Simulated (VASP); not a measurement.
# Au (Fm-3m) in VASP: a series of runs

The runs below take Au through single point, with LDA.

All numbers are computed with VASP 6.6.1; they aren't measurements. Logs are shortened: lines on timing, memory, paths and dates and some standing lists are left out, and cuts for length are marked.

### 1 The cell of the first run

Symmetry: Fm-3m, No. 225, cubic system. The conventional cell has a = 4.046 Å, b = 4.046 Å, c = 4.046 Å, α = 90.00°, β = 90.00°, γ = 90.00°. Within 3.8 Å of Au (site symmetry m-3m) lie 12 Au at 2.86 Å.

### 2 Single point, LDA

The input, INCAR:

```
PREC     = Accurate       # precision mode
ENCUT    = 520            # plane-wave cutoff, eV
EDIFF    = 1E-6           # SCF threshold, eV
ISMEAR   = -1             # smearing method
SIGMA    = 0.1            # smearing width, eV
LREAL    = False          # projectors in reciprocal space
LASPH    = True           # aspherical terms in the spheres
NELM     = 100            # most SCF steps
ALGO     = Normal         # electronic algorithm
ISIF     = 2              # what is computed and relaxed
LWAVE    = False          # write WAVECAR
LCHARG   = False          # write CHGCAR
GGA      = CA             # functional
NBANDS   = 12             # bands
```

The input, KPOINTS:

```
regular mesh
0
Gamma
  6 6 6
```

The input, POSCAR:

```
Au
1.0
    0.0000000000      2.0229622709      2.0229622709
    2.0229622709      0.0000000000      2.0229622709
    2.0229622709      2.0229622709      0.0000000000
Au
1
Direct
    0.0000000000      0.0000000000      0.0000000000
```

Potentials or basis: VASP PAW LDA potentials, release 64 (Au).

Command:

```
$ cat potpaw_LDA.64/Au/POTCAR > POTCAR
$ mpirun -np 1 vasp_std > vasp.out
```

OUTCAR:

```text
PREC = Accurate
   ENCUT = 520
   EDIFF = 1E-6
   ISMEAR = -1
   LREAL = False
   LASPH = True
   NELM = 100
   ISIF = 2
   GGA = CA

 ion  position               nearest neighbor table
   1  0.000  0.000  0.000-

  LATTYP: Found a face centered cubic cell.
 ALAT       =     4.0459245418

  Lattice vectors:

 A1 = (   0.0000000000,   2.0229622709,   2.0229622709)
 A2 = (   2.0229622709,   0.0000000000,   2.0229622709)
 A3 = (   2.0229622709,   2.0229622709,   0.0000000000)

Analysis of symmetry for initial positions (statically):
=====================================================================
 Subroutine PRICEL returns:
 Original cell was already a primitive cell.

 Routine SETGRP: Setting up the symmetry group for a
 face centered cubic supercell.

 Subroutine GETGRP returns: Found 48 space group operations
 (whereof 48 operations were pure point group operations)
 out of a pool of 48 trial point group operations.

The static configuration has the point symmetry O_h .

Analysis of symmetry for dynamics (positions and initial velocities):
=====================================================================
 Subroutine PRICEL returns:
 Original cell was already a primitive cell.

 Routine SETGRP: Setting up the symmetry group for a
 face centered cubic supercell.

 Subroutine GETGRP returns: Found 48 space group operations
 (whereof 48 operations were pure point group operations)
 out of a pool of 48 trial point group operations.

The dynamic configuration has the point symmetry O_h .

 Subroutine INISYM returns: Found 48 space group operations
 (whereof 48 operations are pure point group operations),
 and found     1 'primitive' translations

----------------------------------------------------------------------------------------

                                     Primitive cell

  volume of cell :      16.5574

  direct lattice vectors                    reciprocal lattice vectors
     0.000000000  2.022962271  2.022962271    -0.247162296  0.247162296  0.247162296
     2.022962271  0.000000000  2.022962271     0.247162296 -0.247162296  0.247162296
     2.022962271  2.022962271  0.000000000     0.247162296  0.247162296 -0.247162296

  length of vectors
     2.860900680  2.860900680  2.860900680     0.428097655  0.428097655  0.428097655

  position of ions in fractional coordinates (direct lattice)
     0.000000000  0.000000000  0.000000000
[... 72 lines left out ...]
   NFREE  =      0    steps in history (QN), initial steepest desc. (CG)
   ISIF   =      2    stress and relaxation
   ISYM   =      2    0-nonsym 1-usesym 2-fastsym
   POTIM  = 0.5000    time-step for ionic-motion
   TEBEG  =    0.0;   TEEND  =   0.0 temperature during run
   PSTRESS=    0.0 pullay stress
   NELECT =      11.0000    total number of electrons
   NUPDOWN=      -1.0000    fix difference up-down
   EMIN   =  10.00;   EMAX   =-10.00  energy-range for DOS
   EFERMI =   0.00;   METHOD = LEGACY
   ISMEAR =    -1;   SIGMA  =   0.10  broadening in eV -4-tet -1-fermi 0-gaus
   EFERMI_NEDOS =   21; number of points for ismear=-14 and -15
   IALGO  =     38    algorithm
   IMIX   =      4    mixing-type and parameters
     AMIX     =   0.40;   BMIX     =  1.00
     AMIX_MAG =   1.60;   BMIX_MAG =  1.00
  volume/ion in A,a.u.               =      16.56       111.74
  Fermi-wavevector in a.u.,A,eV,Ry     =   1.428481  2.699439 27.763495  2.040559
  Thomas-Fermi vector in A             =   2.548539
   LORBIT       =      0    0 simple, 1 ext, 2 COOP (PROOUT), +10 PAW based schemes
   GGA     = CA    functional components
   LHFCALC =     F    Hartree Fock is set to
   AEXX    =    0.0000 exact exchange contribution
   IVDW    =     0    specifies the selected vdW correction
   LEPSILON=     F    determine dielectric tensor
   LRPA    =     F    only Hartree local field effects (RPA)
 non-spin polarized calculation
  energy-cutoff  :      520.00
  volume of cell :       16.56
 maximum number of plane-waves:       459
 NGX is ok and might be reduce to    24
   NGX = 11   NGY = 11   NGZ = 11

 number of electron      10.9999999 magnetization

 Free energy of the ion-electron system (eV)
  ---------------------------------------------------
  ext. energy  EPLUGINS =         0.00000000
  ---------------------------------------------------
  free energy    TOTEN  =        -4.38019793 eV

  energy without entropy =       -4.36166816  energy(sigma->0) =       -4.37093304

 E-fermi :   9.7794     XC(G=0): -13.1495

 val. band max:        9.7082833247   @ k =   0.5000   0.3333   0.1667
 cond. band min:      10.4428781446   @ k =   0.5000   0.1667   0.0000
 fundamental gap:      0.7345948199
 Fermi energy:         9.7794392836

 k-point     1 :       0.0000    0.0000    0.0000
  band No.  band energies     occupation
      1      -0.4420      2.00000
      2       4.9179      2.00000
      3       4.9179      2.00000
      4       4.9179      2.00000
      5       6.5378      2.00000
      6       6.5378      2.00000
      7      24.2213      0.00000
      8      28.3454      0.00000
      9      28.3454      0.00000
     10      28.3454      0.00000
     11      33.4674      0.00000
     12      38.3764      0.00000
[... 211 lines left out ...]
 k-point    16 :      -0.3333    0.5000    0.1667
  band No.  band energies     occupation
      1       3.1934      2.00000
      2       3.4964      2.00000
      3       5.6607      2.00000
      4       6.8138      2.00000
      5       8.1481      2.00000
      6      13.9905      0.00000
      7      14.8443      0.00000
      8      18.0316      0.00000
      9      19.4779      0.00000
     10      31.0714      0.00000
     11      31.6911      0.00000
     12      34.7665      0.00000

------------------------ aborting loop because EDIFF is reached ----------------------------------------

  FORCE on cell =-STRESS in cart. coord.  units (eV):
  Direction    XX          YY          ZZ          XY          YZ          ZX
  --------------------------------------------------------------------------------------
  -------------------------------------------------------------------------------------
  Total        0.2367000      0.2367000      0.2367000      0.0000000      0.0000000     -0.0000000
  in kB       22.9042160     22.9042160     22.9042160      0.0000000      0.0000000     -0.0000000
  external PRESSURE =      22.9042160 kB  Pullay stress =       0.0000000 kB

 VOLUME and BASIS-vectors are now :
 -----------------------------------------------------------------------------
  energy-cutoff  :      520.00
  volume of cell :       16.56
      direct lattice vectors                 reciprocal lattice vectors
     0.000000000  2.022962271  2.022962271    -0.247162296  0.247162296  0.247162296
     2.022962271  0.000000000  2.022962271     0.247162296 -0.247162296  0.247162296
     2.022962271  2.022962271  0.000000000     0.247162296  0.247162296 -0.247162296

 POSITION                                       TOTAL-FORCE (eV/Angst)
 -----------------------------------------------------------------------------------
      0.00000      0.00000      0.00000         0.000000     -0.000000      0.000000
 -----------------------------------------------------------------------------------
    total drift:                               -0.000000      0.000000      0.000000

  FREE ENERGIE OF THE ION-ELECTRON SYSTEM (eV)
  ---------------------------------------------------
  free  energy   TOTEN  =        -4.3801979278 eV

  energy  without entropy=       -4.3616681597  energy(sigma->0) =       -4.37093304
```

OSZICAR:

```text
N       E                     dE             d eps       ncg     rms          rms(c)
DAV:   1     0.511570073594E+02    0.51157E+02   -0.56788E+03   392   0.828E+02
DAV:   2    -0.396108987846E+01   -0.55118E+02   -0.52635E+02   444   0.196E+02
DAV:   3    -0.469839659297E+01   -0.73731E+00   -0.73695E+00   464   0.221E+01
DAV:   4    -0.470068657276E+01   -0.22900E-02   -0.22899E-02   456   0.140E+00
DAV:   5    -0.470070223555E+01   -0.15663E-04   -0.15663E-04   464   0.112E-01    0.108E+01
DAV:   6    -0.440823278267E+01    0.29247E+00   -0.76371E-01   404   0.700E+00    0.660E+00
DAV:   7    -0.438359587446E+01    0.24637E-01   -0.72120E-02   452   0.211E+00    0.294E+00
DAV:   8    -0.438019855491E+01    0.33973E-02   -0.21180E-03   432   0.466E-01    0.261E-01
DAV:   9    -0.438019802693E+01    0.52798E-06   -0.10085E-05   460   0.266E-02    0.204E-02
DAV:  10    -0.438019792776E+01    0.99165E-07   -0.10455E-06   416   0.721E-03
   1 F= -.43801979E+01 E0= -.43709330E+01  d E =-.185298E-01
```

Run time: 5.4 s. Hardware: 1 thread of Intel Xeon Platinum 8259CL at 2.50GHz (Skylake/Cascade Lake), shared host; peak memory 0.13 GiB.

Results:

* Free energy: -4.3802 eV
* Pressure: 2.3 GPa

Levels at points of the mesh, in eV from the Fermi level:
```
           k point  band 3  band 4  band 5  band 6  band 7  band 8  band 9  band 10
(0.00, 0.00, 0.00)   -4.86   -4.86   -3.24   -3.24   14.44   18.57   18.57    18.57
(0.50, 0.00, 0.00)   -4.90   -1.97   -1.97   -1.14    3.22   13.91   17.24    17.24
(0.50, 0.50, 0.00)   -2.01   -1.63   -1.63    0.88    5.99   10.00   10.00    17.57
```

Caveat: the k points lie up to 0.45 Å⁻¹ apart; spin-orbit coupling is left out, which moves the levels of the heavy elements.

### 3 Single point, LDA

The input, INCAR:

```
SYSTEM = Au
PREC     = Accurate       ! precision mode
ENCUT    = 520            ! plane-wave cutoff, eV
EDIFF    = 1E-6           ! SCF threshold, eV
ISMEAR   = -1             ! smearing method
SIGMA    = 0.1            ! smearing width, eV
LREAL    = .FALSE.        ! projectors in reciprocal space
LASPH    = .TRUE.         ! aspherical terms in the spheres
NELM     = 80             ! most SCF steps
ALGO     = Normal         ! electronic algorithm
ISIF     = 2              ! what is computed and relaxed
LWAVE    = .FALSE.        ! write WAVECAR
LCHARG   = .FALSE.        ! write CHGCAR
GGA      = CA             ! functional
NBANDS   = 12             ! bands
```

The input, KPOINTS:

```
Automatic mesh
0
G
  8 8 8
  0 0 0
```

POSCAR is that of step 2.

Potentials or basis: VASP PAW LDA potentials, release 64 (Au).

Command:

```
$ cat potpaw_LDA.64/Au/POTCAR > POTCAR
$ mpirun -np 1 vasp_std > vasp.out
```

It took 6.8 s on 1 thread of Intel Xeon Platinum 8259CL at 2.50GHz (Skylake/Cascade Lake), shared host; peak memory 0.13 GiB.

The run converged. Its results:

| Property | Result |
| --- | --- |
| Free energy | -4.4121 eV |
| Pressure | 1.7 GPa |

Levels at points of the mesh, in eV from the Fermi level:
```tsv
k point	band 2	band 3	band 4	band 5	band 6	band 7	band 8	band 9	band 10	band 11
(0.00, 0.00, 0.00)	-4.86	-4.86	-4.86	-3.24	-3.24	14.44	18.56	18.56	18.56	23.69
(0.50, 0.00, 0.00)	-4.90	-4.90	-1.98	-1.98	-1.14	3.21	13.90	17.23	17.23	25.37
(0.50, 0.50, 0.00)	-7.03	-2.01	-1.64	-1.64	0.88	5.98	10.00	10.00	17.57	20.27
```

Caveat: spin-orbit coupling is left out, which moves the levels of the heavy elements.
